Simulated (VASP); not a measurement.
# Ta2Ti (Fd-3m) in VASP: further runs, part 2 of 2

VASP 6.6.1. Earlier steps stand in the parts before.

**5. Relaxation of cell and atoms, PBE**

INCAR

```
SYSTEM = Ta2Ti
ALGO = Normal
EDIFF = 1E-7
EDIFFG = -0.04
ENCUT = 600
GGA = PE
IBRION = 2
ISIF = 3
ISMEAR = 0
LASPH = .TRUE.
LCHARG = .FALSE.
LREAL = .FALSE.
LWAVE = .FALSE.
NELM = 100
NSW = 90
PREC = Accurate
SIGMA = 0.1
```

KPOINTS

```
k-points
0
G
  4 4 4
  0 0 0
```

POSCAR

```
Ta2Ti
1.0
    0.0000000000      3.6419047090      3.6419047090
    3.6419047090      0.0000000000      3.6419047090
    3.6419047090      3.6419047090      0.0000000000
Ti Ta
2 4
Direct
    0.0000000000      0.0000000000      0.0000000000
    0.2500000000      0.2500000000      0.2500000000
    0.6250000000      0.6250000000      0.6250000000
    0.1250000000      0.6250000000      0.6250000000
    0.6250000000      0.6250000000      0.1250000000
    0.6250000000      0.1250000000      0.6250000000
```

Potentials or basis: VASP PAW PBE potentials, release 64 (Ti_sv, Ta_pv).

Launch:

```
$ cat potpaw_PBE.64/Ti_sv/POTCAR potpaw_PBE.64/Ta_pv/POTCAR > POTCAR
$ mpirun -np 1 vasp_std > vasp.out
```

OUTCAR:

```text
SYSTEM = Ta2Ti
   EDIFF = 1E-7
   EDIFFG = -0.04
   ENCUT = 600
   GGA = PE
   IBRION = 2
   ISIF = 3
   ISMEAR = 0
   LASPH = .TRUE.
   LREAL = .FALSE.
   NELM = 100
   NSW = 90
   PREC = Accurate

 ion  position               nearest neighbor table
   1  0.000  0.000  0.000-   3 3.02   5 3.02   6 3.02   3 3.02   4 3.02   5 3.02   4 3.02   6 3.02
                             4 3.02   5 3.02   6 3.02   3 3.02
   2  0.250  0.250  0.250-   4 3.02   5 3.02   6 3.02   4 3.02   6 3.02   3 3.02   4 3.02   5 3.02
                             3 3.02   5 3.02   6 3.02   3 3.02
   3  0.625  0.625  0.625-   4 2.58   5 2.58   6 2.58   5 2.58   6 2.58   4 2.58   1 3.02   2 3.02
                             1 3.02   2 3.02   1 3.02   2 3.02
   4  0.125  0.625  0.625-   3 2.58   5 2.58   6 2.58   3 2.58   5 2.58   6 2.58   2 3.02   1 3.02
                             1 3.02   2 3.02   2 3.02   1 3.02
   5  0.625  0.625  0.125-   3 2.58   3 2.58   4 2.58   6 2.58   6 2.58   4 2.58   1 3.02   2 3.02
                             1 3.02   2 3.02   1 3.02   2 3.02
   6  0.625  0.125  0.625-   3 2.58   5 2.58   3 2.58   4 2.58   5 2.58   4 2.58   2 3.02   1 3.02
                             2 3.02   2 3.02   1 3.02   1 3.02

  LATTYP: Found a face centered cubic cell.
 ALAT       =     7.2838094180

  Lattice vectors:

 A1 = (   0.0000000000,   3.6419047090,   3.6419047090)
 A2 = (   3.6419047090,   0.0000000000,   3.6419047090)
 A3 = (   3.6419047090,   3.6419047090,   0.0000000000)

Analysis of symmetry for initial positions (statically):
[... 174 lines left out ...]
  --------------------------------------------------------------------------------------
  -------------------------------------------------------------------------------------
  Total       21.6631257     21.6631257     21.6631257      0.0000000     -0.0000000      0.0000000
  in kB      359.2658779    359.2658779    359.2658779      0.0000000     -0.0000000      0.0000000
  external PRESSURE =     359.2658779 kB  Pullay stress =       0.0000000 kB
[... 27 lines left out ...]
--------------------------------------- Ionic step        2  -------------------------------------------

 number of electron      67.9999987 magnetization

 E-fermi :   3.2792     XC(G=0): -10.4009

 val. band max:        3.2712575266   @ k =   0.2500   0.0000   0.0000
 cond. band min:       3.2900621460   @ k =   0.0000   0.0000   0.0000
 fundamental gap:      0.0188046195
 Fermi energy:         3.2791567456

 k-point     1 :       0.0000    0.0000    0.0000
  band No.  band energies     occupation
      1     -54.2109      2.00000
      2     -54.2081      2.00000
      3     -31.2180      2.00000
      4     -31.0489      2.00000
      5     -31.0489      2.00000
      6     -31.0489      2.00000
[... 452 lines left out ...]
--------------------------------------- Ionic step        5  -------------------------------------------

 number of electron      67.9999986 magnetization

 Free energy of the ion-electron system (eV)
  ---------------------------------------------------
  ext. energy  EPLUGINS =         0.00000000
  ---------------------------------------------------
  free energy    TOTEN  =       -61.22724997 eV

  energy without entropy =      -61.13041122  energy(sigma->0) =      -61.17883059

 E-fermi :   5.5080     XC(G=0): -11.8347

 val. band max:        5.4843631866   @ k =   0.2500   0.2500   0.0000
 cond. band min:       5.5080880909   @ k =   0.5000   0.0000   0.0000
 fundamental gap:      0.0237249044
 Fermi energy:         5.5079811179

 k-point     1 :       0.0000    0.0000    0.0000
  band No.  band energies     occupation
      1     -51.2905      2.00000
      2     -51.2771      2.00000
      3     -29.2521      2.00000
      4     -28.4007      2.00000
      5     -28.4007      2.00000
      6     -28.4007      2.00000
[... 366 lines left out ...]
  FREE ENERGIE OF THE ION-ELECTRON SYSTEM (eV)
  ---------------------------------------------------
  free  energy   TOTEN  =       -61.2272499702 eV

  energy  without entropy=      -61.1304112163  energy(sigma->0) =      -61.17883059

 reached required accuracy - stopping structural energy minimisation
```

CONTCAR:

```text
Ta2Ti
   1.00000000000000
     0.0000000000000000    3.8568037846167251    3.8568037846167251
     3.8568037846167251   -0.0000000000000000    3.8568037846167251
     3.8568037846167251    3.8568037846167251   -0.0000000000000000
  Ti              Ta
     2     4
Direct
     0.0000000000000000    0.0000000000000000    0.0000000000000000
     0.2500000000000000    0.2500000000000000    0.2500000000000000
     0.6250000000000000    0.6250000000000000    0.6250000000000000
     0.1250000000000000    0.6250000000000000    0.6250000000000000
     0.6250000000000000    0.6250000000000000    0.1250000000000000
     0.6250000000000000    0.1250000000000000    0.6250000000000000

  0.00000000E+00  0.00000000E+00  0.00000000E+00
  0.00000000E+00  0.00000000E+00  0.00000000E+00
  0.00000000E+00  0.00000000E+00  0.00000000E+00
  0.00000000E+00  0.00000000E+00  0.00000000E+00
  0.00000000E+00  0.00000000E+00  0.00000000E+00
  0.00000000E+00  0.00000000E+00  0.00000000E+00
```

Wall time 4.9 min (1 thread of Intel Xeon Platinum 8488C (Sapphire Rapids), shared host); peak memory 0.28 GiB.

Results:

| Property | Result |
| --- | --- |
| Free energy | -61.2272 eV |
| Relaxed volume | 19.12 Å³/atom |
| Relaxed cell | a = 5.454 Å, b = 5.454 Å, c = 5.454 Å, α = 60.00°, β = 60.00°, γ = 60.00° |
| Space group after relaxing (to 0.05 Å) | Fd-3m (No. 227) |
| Energy gained by relaxing | 292.3 meV/atom |
| Ionic steps | 5 |
| Pressure after relaxing | 0.1 GPa |
| Band gap on the k mesh | zero (band 34 reaches 5.91 eV, above the bottom of band 35 at 5.36 eV) |

The path:
```
step  energy change (eV)  largest force (eV/Å)  pressure (GPa)  volume (Å³)
   1              0.0000                0.0000           35.93        96.61
   2              2.4130                0.0000          -25.00       156.39
   3             -1.7409                0.0000           -2.22       116.60
   4             -1.7532                0.0000           -0.44       115.13
   5             -1.7537                0.0000            0.06       114.74
```

Final structure:
```
Ti Ta
1.0
     0.00000    3.85680    3.85680
     3.85680    0.00000    3.85680
     3.85680    3.85680    0.00000
Ti Ta
2 4
Direct
  0.00000 0.00000 0.00000
  0.25000 0.25000 0.25000
  0.62500 0.62500 0.62500
  0.12500 0.62500 0.62500
  0.62500 0.62500 0.12500
  0.62500 0.12500 0.62500
```

Caveat: the k points lie up to 0.35 Å⁻¹ apart in the final cell; the volume moved by over 15 % at a fixed basis, so the end points are rough; spin-orbit coupling is left out, which moves the levels of the heavy elements.

**6. The runs side by side**

```tsv
task	cell	k mesh	cutoff (eV)	gap on the mesh (eV)	pressure (GPa)
single point	a = 5.150 Å, angles 60.0°, 6 atoms	4 × 4 × 4	520	none	35.9
single point	a = 5.452 Å, angles 60.0°, 6 atoms	4 × 4 × 4	520	none	0.2
single point	a = 5.450 Å, angles 60.0°, 6 atoms	8 × 8 × 8	520	none	0.1
relaxation of cell and atoms	relaxed from a = 5.150 Å, angles 60.0°, 6 atoms	4 × 4 × 4	600	none	0.1
```

Alike in all rows: level PBE; potentials or basis VASP PAW PBE potentials, release 64 (Ti_sv, Ta_pv); no spin polarisation; smearing gaussian 0.1 eV.

Caveats: some runs use coarse meshes; spin-orbit coupling is left out, which moves the levels of the heavy elements; the volume moved by over 15 % at a fixed basis, so the end points are rough (some runs).

Total energies depend on the potentials used, so only differences within one code and one set of settings carry meaning.
